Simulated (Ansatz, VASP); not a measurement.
## One calculation of RbBr, two programs

The input INCAR:

```
SYSTEM = RbBr
  PREC = Accurate
  ENCUT = 500
  EDIFF = 1E-6
  ISMEAR = -1
  SIGMA = 0.5
  LREAL = .FALSE.
  LASPH = .TRUE.
  NELM = 120
  ALGO = Normal
  ISIF = 2
  LWAVE = .FALSE.
  LCHARG = .FALSE.
  GGA = PS
  NBANDS = 15
  GGA_COMPAT = .FALSE.
```

KPOINTS

```
Automatic mesh
0
G
  4 4 4
  0 0 0
```

POSCAR

```
RbBr
1.0
    0.0000000000      3.8694968646      3.8694968646
    3.8694968646      0.0000000000      3.8694968646
    3.8694968646      3.8694968646      0.0000000000
Rb Br
1 1
Direct
    0.0000000000      0.0000000000      0.0000000000
    0.2500000000      0.2500000000      0.2500000000
```

Input for Ansatz:

```yaml
crystal:
  lattice:
    - [0.0, 3.8694968646, 3.8694968646]
    - [3.8694968646, 0.0, 3.8694968646]
    - [3.8694968646, 3.8694968646, 0.0]
  atoms:
    - { symbol: Rb, position: [0.0, 0.0, 0.0] }
    - { symbol: Br, position: [0.25, 0.25, 0.25] }
kpoints:
  mp_grid: { grid: [4, 4, 4] }
hamiltonian:
  xc: pbesol
scf:
  occupations: { method: fermi_dirac, width: 0.5 }
  n_extra_bands: 4
output:
  forces: true
  stress: true
  eigenvalues: true
```

Alike in both runs: task single point; functional PBEsol; k mesh 4 × 4 × 4; occupations fermi-dirac, width 0.5 eV; no spin polarisation.

|  | VASP | Ansatz |
| --- | --- | --- |
| version | VASP 6.6.1 | Ansatz 0.2.0 |
| potentials or method | VASP PAW PBE potentials, release 64 (Rb_sv, Br) | plane waves |
| plane-wave cutoff (eV) | 500 | 420 |
| valence electrons in the cell | 16 | 16 |

```csv
,VASP,Ansatz,Ansatz less VASP
pressure (GPa),-0.3,-0.3,-0.02
```

VASP's potentials were made for PBE, not for PBEsol.
